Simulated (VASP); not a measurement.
## RbBr: single point with LDA

Crystal: RbBr.

```
Rb Br
1.0
     0.00000    3.42700    3.42700
     3.42700    0.00000    3.42700
     3.42700    3.42700    0.00000
Rb Br
1 1
Direct
  0.00000 0.00000 0.00000
  0.50000 0.50000 0.50000
```

| Item | Value |
| --- | --- |
| Program | VASP 6.6.1 |
| Task | single point |
| Functional | LDA |
| Potentials or basis | VASP PAW LDA potentials, release 64 (Rb_sv, Br) |
| Cutoff | 520 eV |
| k mesh | 6 × 6 × 6 |
| Occupations | fermi-dirac, width 0.05 eV |
| Spin | no spin polarisation |
| Dipole correction | no |
| Further INCAR settings | ALGO = Normal; EDIFF = 1e-06; NBANDS = 15 |

| Item | Value |
| --- | --- |
| Pressure | -1.2 GPa |
| Band gap on the k mesh | 3.96 eV |

Levels at points of the mesh, in eV from the valence-band top:
| k point | band 5 | band 6 | band 7 | band 8 | band 9 | band 10 | band 11 | band 12 |
| --- | --- | --- | --- | --- | --- | --- | --- | --- |
| (0.00, 0.00, 0.00) | -8.41 | 0.00 | 0.00 | 0.00 | 3.96 | 7.03 | 7.03 | 7.03 |
| (0.50, 0.00, 0.00) | -8.37 | -1.06 | -0.38 | -0.38 | 6.46 | 7.41 | 9.26 | 9.26 |
| (0.50, 0.50, 0.00) | -8.49 | -0.50 | -0.17 | -0.17 | 5.30 | 6.80 | 8.82 | 9.06 |

Wall time 11 s on 1 thread of AMD EPYC 9R45 (Zen 5), on a shared host, peak memory 0.14 GiB.

LDA gaps usually lie below the measured ones, often by a third to a half.
